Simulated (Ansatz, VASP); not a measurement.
# One calculation of NaF, two programs

The input INCAR:

```
  PREC = Accurate
  ENCUT = 520
  EDIFF = 1E-7
  ISMEAR = 0
  SIGMA = 0.05
  LREAL = False
  LASPH = True
  NELM = 100
  ALGO = Normal
  ISIF = 2
  LWAVE = False
  LCHARG = False
  GGA = PE
  NBANDS = 14
```

File KPOINTS:

```
Automatic mesh
0
Gamma
  8 8 8
```

File POSCAR:

```
NaF
1.0
    0.0000000000      2.3233000000      2.3233000000
    2.3233000000      0.0000000000      2.3233000000
    2.3233000000      2.3233000000      0.0000000000
Na F
1 1
Direct
    0.0000000000      0.0000000000      0.0000000000
    0.5053802781      0.5053802781      0.4946197219
```

Input for Ansatz:

```yaml
crystal:
  lattice:
    - [0.0, 2.3233, 2.3233]
    - [2.3233, 0.0, 2.3233]
    - [2.3233, 2.3233, 0.0]
  atoms:
    - { symbol: Na, position: [0.0, 0.0, 0.0] }
    - { symbol: F, position: [0.5053802781, 0.5053802781, 0.4946197219] }
basis:
  ecutwfc: 420
kpoints:
  mp_grid: { grid: [8, 8, 8] }
hamiltonian:
  xc: pbe
scf:
  occupations: { method: gaussian, width: 0.05 }
output:
  forces: true
  stress: true
  eigenvalues: true
```

Change from the starting cell: all F atoms moved +0.025 Å, as atom 2 along Cartesian [0 0 1].

Alike in both runs: task single point; functional PBE; k mesh 8 × 8 × 8; occupations gaussian, width 0.05 eV; no spin polarisation.

|  | VASP | Ansatz |
| --- | --- | --- |
| version | VASP 6.6.1 | Ansatz 0.2.0 |
| potentials or method | VASP PAW PBE potentials, release 64 (Na_pv, F), cutoff 520 eV | scalar-relativistic, plane waves, PAW |
| valence electrons in the cell | 14 | 16 |

|  | VASP | Ansatz | Ansatz less VASP |
| --- | --- | --- | --- |
| gap on the k mesh at the Fermi level (eV) | 6.26 | 6.27 | +0.016 |
| least direct gap on the mesh (eV) | 6.26 | 6.27 | +0.016 |
| pressure (GPa) | 1.6 | 1.7 | +0.12 |
| rms of the force components (eV/Å) | 0.034 | 0.033 | -0.0008 |

Atom by atom the forces differ by 0.001 eV/Å (rms over components). VASP's potentials hold 14 valence electrons a cell and Ansatz's 16, so a difference there can come from the potentials and not from the codes.
